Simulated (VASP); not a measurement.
# Ti (Fmmm) in VASP: further runs

Ti is run at these levels: LDA; tasks: single point.

Everything below comes from runs of VASP 6.6.1. Logs are shortened: lines on timing, memory, paths and dates and some standing lists are left out, and cuts for length are marked.

## (1) The cell of the first run

Symmetry: Fmmm, No. 69, orthorhombic system. Conventional cell: a = 3.931 Å, b = 4.001 Å, c = 4.281 Å, α = 90.00°, β = 90.00°, γ = 90.00°. Ti (site symmetry mmm) has 12 Ti at 2.80 to 2.93 Å within 3.7 Å.

## (2) Single point, LDA (normal strain along x -0.0175, normal strain along y +0.0700)

Contents of INCAR:

```
SYSTEM = Ti
  ALGO = Fast
  EDIFF = 1E-6
  ENCUT = 520
  GGA = CA
  ISIF = 2
  ISMEAR = 0
  LASPH = .TRUE.
  LCHARG = .FALSE.
  LREAL = .FALSE.
  LWAVE = .FALSE.
  NBANDS = 12
  NELM = 100
  PREC = Accurate
  SIGMA = 0.15
```

Contents of KPOINTS:

```
k-points
0
G
  20 20 20
  0 0 0
```

Contents of POSCAR:

```
Ti
1.0
    0.0000000000      2.1405714119      2.0005340298
    1.9655246843      0.0000000000      2.0005340298
    1.9655246843      2.1405714119      0.0000000000
Ti
1
Direct
    0.0000000000      0.0000000000      0.0000000000
```

Potentials or basis: VASP PAW LDA potentials, release 64 (Ti_sv).

On the command line:

```
$ cat potpaw_LDA.64/Ti_sv/POTCAR > POTCAR
$ mpirun -np 1 vasp_std > vasp.out
```

OUTCAR:

```text
SYSTEM = Ti
   EDIFF = 1E-6
   ENCUT = 520
   GGA = CA
   ISIF = 2
   ISMEAR = 0
   LASPH = .TRUE.
   LREAL = .FALSE.
   NELM = 100
   PREC = Accurate

 ion  position               nearest neighbor table
   1  0.000  0.000  0.000-

  LATTYP: Found a face centered orthorhombic cell.
 ALAT       =     3.9310493686
 B/A-ratio  =     1.0178117048
 C/A-ratio  =     1.0890585242

  Lattice vectors:

 A1 = (   0.0000000000,   2.1405714119,  -2.0005340298)
 A2 = (   1.9655246843,   2.1405714119,   0.0000000000)
 A3 = (   1.9655246843,   0.0000000000,  -2.0005340298)

Analysis of symmetry for initial positions (statically):
=====================================================================
 Subroutine PRICEL returns:
 Original cell was already a primitive cell.

 Routine SETGRP: Setting up the symmetry group for a
 face centered orthorhombic supercell.

 Subroutine GETGRP returns: Found  8 space group operations
 (whereof  8 operations were pure point group operations)
 out of a pool of  8 trial point group operations.

The static configuration has the point symmetry D_2h.

Analysis of symmetry for dynamics (positions and initial velocities):
=====================================================================
 Subroutine PRICEL returns:
 Original cell was already a primitive cell.

 Routine SETGRP: Setting up the symmetry group for a
 face centered orthorhombic supercell.

 Subroutine GETGRP returns: Found  8 space group operations
 (whereof  8 operations were pure point group operations)
 out of a pool of  8 trial point group operations.

The dynamic configuration has the point symmetry D_2h.

 Subroutine INISYM returns: Found  8 space group operations
 (whereof  8 operations are pure point group operations),
 and found     1 'primitive' translations

----------------------------------------------------------------------------------------

                                     Primitive cell

  volume of cell :      16.8339

  direct lattice vectors                    reciprocal lattice vectors
     0.000000000  2.140571412  2.000534030    -0.254385002  0.233582490  0.249933264
     1.965524684  0.000000000  2.000534030     0.254385002 -0.233582490  0.249933264
     1.965524684  2.140571412  0.000000000     0.254385002  0.233582490 -0.249933264

  length of vectors
     2.929877536  2.804536270  2.906085555     0.426308744  0.426308744  0.426308744

  position of ions in fractional coordinates (direct lattice)
     0.000000000  0.000000000  0.000000000

  ion indices of the primitive-cell ions
   primitive index   ion index
                 1           1

----------------------------------------------------------------------------------------

 KPOINTS: k-points

Automatic generation of k-mesh.
 Grid dimensions read from file:
 generate k-points for:   20   20   20

 Generating k-lattice:

  Cartesian coordinates                     Fractional coordinates (reciprocal lattice)
    -0.012719250  0.011679124  0.012496663     0.050000000  0.000000000  0.000000000
     0.012719250 -0.011679124  0.012496663     0.000000000  0.050000000  0.000000000
     0.012719250  0.011679124 -0.012496663     0.000000000  0.000000000  0.050000000

  Length of vectors
     0.021315437  0.021315437  0.021315437

  Shift w.r.t. Gamma in fractional coordinates (k-lattice)
     0.000000000  0.000000000  0.000000000

 Subroutine IBZKPT returns following result:
 ===========================================

 Found   1166 irreducible k-points:

 Following reciprocal coordinates:
            Coordinates               Weight
  0.000000  0.000000  0.000000      1.000000
  0.050000  0.000000  0.000000      8.000000
  0.100000  0.000000  0.000000      8.000000
  0.150000  0.000000  0.000000      8.000000
  0.200000  0.000000  0.000000      8.000000
  0.250000  0.000000 -0.000000      8.000000
[... 16 lines left out ...]
 -0.400000  0.050000 -0.000000      8.000000
 -0.350000  0.050000  0.000000      8.000000
 [... further k-points ...]
   k-points           NKPTS =   1166   k-points in BZ     NKDIM =   1166   number of bands    NBANDS=     12
   number of dos      NEDOS =    301   number of ions     NIONS =      1
   total plane-waves  NPLWV =  13824
   dimension x,y,z NGX =    24 NGY =   24 NGZ =   24
   dimension x,y,z NGXF=    48 NGYF=   48 NGZF=   48
   ions per type =               1
   NGX,Y,Z   is equivalent  to a cutoff of  13.62, 14.23, 13.73 a.u.
   NGXF,Y,Z  is equivalent  to a cutoff of  27.24, 28.45, 27.46 a.u.
 SYSTEM =  Ti
   PREC   = accura    normal or accurate (medium, high low for compatibility)
   ISTART =      0    job   : 0-new  1-cont  2-samecut
   ICHARG =      2    charge: 1-file 2-atom 10-const
   ISPIN  =      1    spin polarized calculation?
   LNONCOLLINEAR =      F non collinear calculations
   LSORBIT =      F    spin-orbit coupling
   LASPH  =      T    aspherical Exc in radial PAW
   ENCUT  =  520.0 eV  38.22 Ry    6.18 a.u.   5.45  5.21  5.40*2*pi/ulx,y,z
   NELM   =    100;   NELMIN=  2; NELMDL= -5     # of ELM steps
   EDIFF  = 0.1E-05   stopping-criterion for ELM
   LREAL  =      F    real-space projection
   EDIFFG = 0.1E-04   stopping-criterion for IOM
   NSW    =      0    number of steps for IOM
   IBRION =     -1    ionic relax: 0-MD 1-quasi-New 2-CG
   NFREE  =      0    steps in history (QN), initial steepest desc. (CG)
   ISIF   =      2    stress and relaxation
   ISYM   =      2    0-nonsym 1-usesym 2-fastsym
   POTIM  = 0.5000    time-step for ionic-motion
   TEBEG  =    0.0;   TEEND  =   0.0 temperature during run
   PSTRESS=    0.0 pullay stress
   NELECT =      12.0000    total number of electrons
   NUPDOWN=      -1.0000    fix difference up-down
   EMIN   =  10.00;   EMAX   =-10.00  energy-range for DOS
   EFERMI =   0.00;   METHOD = LEGACY
   ISMEAR =     0;   SIGMA  =   0.15  broadening in eV -4-tet -1-fermi 0-gaus
   EFERMI_NEDOS =   21; number of points for ismear=-14 and -15
   IALGO  =     68    algorithm
   IMIX   =      4    mixing-type and parameters
     AMIX     =   0.40;   BMIX     =  1.00
     AMIX_MAG =   1.60;   BMIX_MAG =  1.00
  volume/ion in A,a.u.               =      16.83       113.60
  Fermi-wavevector in a.u.,A,eV,Ry     =   1.462426  2.763584 29.098636  2.138689
  Thomas-Fermi vector in A             =   2.578641
   LORBIT       =      0    0 simple, 1 ext, 2 COOP (PROOUT), +10 PAW based schemes
   GGA     = CA    functional components
   LHFCALC =     F    Hartree Fock is set to
   AEXX    =    0.0000 exact exchange contribution
   IVDW    =     0    specifies the selected vdW correction
   LEPSILON=     F    determine dielectric tensor
   LRPA    =     F    only Hartree local field effects (RPA)
 non-spin polarized calculation
 RMM-DIIS sequential band-by-band and
 Gauss-broadening in eV      SIGMA  =   0.15
  energy-cutoff  :      520.00
  volume of cell :       16.83
 maximum number of plane-waves:       471
 NGX is ok and might be reduce to    24
   NGX = 11   NGY = 11   NGZ = 11

 number of electron      12.0000003 magnetization

 Free energy of the ion-electron system (eV)
  ---------------------------------------------------
  ext. energy  EPLUGINS =         0.00000000
  ---------------------------------------------------
  free energy    TOTEN  =        -8.48706136 eV

  energy without entropy =       -8.46594875  energy(sigma->0) =       -8.47650505

 E-fermi :   8.2983     XC(G=0): -11.9342

 val. band max:        8.2962981435   @ k =  -0.3000   0.0500   0.0500
 cond. band min:       8.2986867932   @ k =  -0.2500   0.0000   0.0500
 fundamental gap:      0.0023886498
 Fermi energy:         8.2983266596

 k-point     1 :       0.0000    0.0000    0.0000
  band No.  band energies     occupation
      1     -47.6515      2.00000
      2     -23.8528      2.00000
      3     -23.8330      2.00000
      4     -23.8314      2.00000
      5       2.2325      2.00000
      6       8.7657      0.00001
      7       9.3629      0.00000
      8       9.4901      0.00000
      9      10.4320      0.00000
     10      11.2135      0.00000
     11      23.9368      0.00000
     12      27.2116      0.00000

 k-point     2 :       0.0500    0.0000    0.0000
  band No.  band energies     occupation
      1     -47.6479      2.00000
      2     -23.8634      2.00000
      3     -23.8447      2.00000
      4     -23.8336      2.00000
      5       2.3166      2.00000
      6       8.7769      0.00001
      7       9.3548      0.00000
      8       9.4949      0.00000
      9      10.4208      0.00000
     10      11.1856      0.00000
     11      24.0090      0.00000
     12      27.0561      0.00000

 k-point     3 :       0.1000    0.0000    0.0000
  band No.  band energies     occupation
      1     -47.6375      2.00000
      2     -23.9153      2.00000
      3     -23.8592      2.00000
      4     -23.8378      2.00000
      5       2.5637      2.00000
      6       8.7813      0.00001
      7       9.3015      0.00000
      8       9.5564      0.00000
      9      10.4047      0.00000
     10      11.1125      0.00000
     11      24.1604      0.00000
     12      26.2474      0.00000
[... 286 lines left out ...]
 k-point    23 :      -0.4000    0.0500   -0.0000
  band No.  band energies     occupation
      1     -47.5117      2.00000
      2     -24.5519      2.00000
      3     -23.9776      2.00000
      4     -23.8990      2.00000
      5       5.5944      2.00000
      6       8.6282      0.00187
      7       8.8596      0.00000
      8       9.4632      0.00000
      9      11.7063      0.00000
     10      12.0407      0.00000
     11      17.6427      0.00000
     12      23.2354      0.00000

 k-point    24 :      -0.3500    0.0500    0.0000
  band No.  band energies     occupation
      1     -47.5266      2.00000
      2     -24.4779      2.00000
      3     -23.9649      2.00000
      4     -23.8930      2.00000
      5       5.3279      2.00000
      6       8.4253      0.23111
      7       8.8739      0.00000
      8       9.5460      0.00000
      9      11.4216      0.00000
     10      11.8113      0.00000
     11      18.6767      0.00000
     12      23.5852      0.00000

 [... further k-points ...]
[... 5 lines left out ...]
  --------------------------------------------------------------------------------------
  -------------------------------------------------------------------------------------
  Total       -0.4960573     -0.7468051     -0.5515699      0.0000000      0.0000000      0.0000000
  in kB      -47.2126382    -71.0777553    -52.4960936      0.0000000      0.0000000      0.0000000
  external PRESSURE =     -56.9288290 kB  Pullay stress =       0.0000000 kB

 VOLUME and BASIS-vectors are now :
 -----------------------------------------------------------------------------
  energy-cutoff  :      520.00
  volume of cell :       16.83
      direct lattice vectors                 reciprocal lattice vectors
     0.000000000  2.140571412  2.000534030    -0.254385002  0.233582490  0.249933264
     1.965524684  0.000000000  2.000534030     0.254385002 -0.233582490  0.249933264
     1.965524684  2.140571412  0.000000000     0.254385002  0.233582490 -0.249933264

 POSITION                                       TOTAL-FORCE (eV/Angst)
 -----------------------------------------------------------------------------------
      0.00000      0.00000      0.00000         0.000000      0.000000      0.000000
 -----------------------------------------------------------------------------------
    total drift:                                0.000000      0.000000     -0.000000

  FREE ENERGIE OF THE ION-ELECTRON SYSTEM (eV)
  ---------------------------------------------------
  free  energy   TOTEN  =        -8.4870613615 eV

  energy  without entropy=       -8.4659487480  energy(sigma->0) =       -8.47650505
```

Run time: 7.2 min. Hardware: 1 thread of Intel Xeon Platinum 8375C at 2.90GHz (Ice Lake), shared host; peak memory 0.33 GiB.

What came out:

```yaml
Free_energy: -8.4871 eV
Pressure: -5.7 GPa
Band_gap_on_the_k_mesh: zero (band 6 reaches 9.02 eV, above the bottom of band 7 at 7.68 eV)
```

Caveat: the cell differs from its parent crystal (normal strain along x -0.0175, normal strain along y +0.0700).

## (3) Single point, LDA (normal strain along x +0.0525, normal strain along y +0.0700)

Contents of INCAR:

```
PREC = Accurate
ENCUT = 520
EDIFF = 1E-6
ISMEAR = 0
SIGMA = 0.15
LREAL = False
LASPH = True
NELM = 80
ALGO = Fast
ISIF = 2
LWAVE = False
LCHARG = False
GGA = CA
NBANDS = 12
```

Contents of KPOINTS:

```
Automatic mesh
0
Gamma
  20 20 20
```

Contents of POSCAR:

```
Ti
1.0
    0.0000000000      2.1405714119      2.0005340298
    2.1055620664      0.0000000000      2.0005340298
    2.1055620664      2.1405714119      0.0000000000
Ti
1
Direct
    0.0000000000      0.0000000000      0.0000000000
```

Potentials or basis: VASP PAW LDA potentials, release 64 (Ti_sv).

On the command line:

```
$ cat potpaw_LDA.64/Ti_sv/POTCAR > POTCAR
$ mpirun -np 1 vasp_std > vasp.out
```

Wall time 5.2 min (1 thread of Intel Xeon Platinum 8375C at 2.90GHz (Ice Lake), shared host); peak memory 0.34 GiB.

Results (log left out):

- Free energy: -8.4233 eV
- Pressure: -12.2 GPa
- Band gap on the k mesh: zero (band 6 reaches 8.37 eV, above the bottom of band 7 at 7.10 eV)

Stress tensor (GPa, compression positive):
```
-12.49   0.00   0.00
  0.00 -12.98   0.00
  0.00   0.00 -10.98
```

Levels at points of the mesh, in eV from the Fermi level:
```
           k point  band 2  band 3  band 4  band 5  band 6  band 7  band 8  band 9  band 10  band 11
(0.00, 0.00, 0.00)  -32.35  -32.34  -32.34   -5.92    0.63    0.77    1.13    2.07     2.58    15.21
(0.50, 0.00, 0.00)  -32.96  -32.45  -32.39   -2.49    0.46    0.67    0.98    3.28     3.50     7.81
(0.50, 0.50, 0.00)  -32.91  -32.61  -32.59   -2.41   -1.70    3.35    3.49    3.63     3.73    10.76
(0.50, 0.00, 0.50)  -32.91  -32.55  -32.50   -2.47   -1.55    2.28    3.36    3.52     3.78     9.64
(0.00, 0.50, 0.50)  -32.92  -32.58  -32.51   -2.46   -1.56    2.56    3.33    3.47     3.84     9.94
```

Caveat: the cell differs from its parent crystal (normal strain along x +0.0525, normal strain along y +0.0700).
